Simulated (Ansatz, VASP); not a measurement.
# Two plane-wave programs on MgO

```
Mg O
1.0
     0.00000    2.10217    2.10217
     2.10217    0.00000    2.10217
     2.10217    2.10217    0.00000
Mg O
1 1
Direct
  0.00000 0.00000 0.00000
  0.50000 0.50000 0.50000
```

Alike in both runs: task single point; functional PBE; k mesh 8 × 8 × 8; occupations methfessel-paxton of order 1, width 0.5 eV; no spin polarisation.

|  | VASP | Ansatz |
| --- | --- | --- |
| version | VASP 6.6.1 | Ansatz 0.2.0 |
| potentials or method | VASP PAW PBE potentials, release 64 (Mg, O) | plane waves |
| plane-wave cutoff (eV) | 520 | 420 |
| valence electrons in the cell | 8 | 16 |

|  | VASP | Ansatz | Ansatz less VASP |
| --- | --- | --- | --- |
| pressure (GPa) | 4.7 | 5.6 | +0.94 |

The functional is the same, so the differences come from potentials, cutoffs and numerics. VASP's potentials hold 8 valence electrons a cell and Ansatz's 16, so a difference there can come from the potentials and not from the codes.
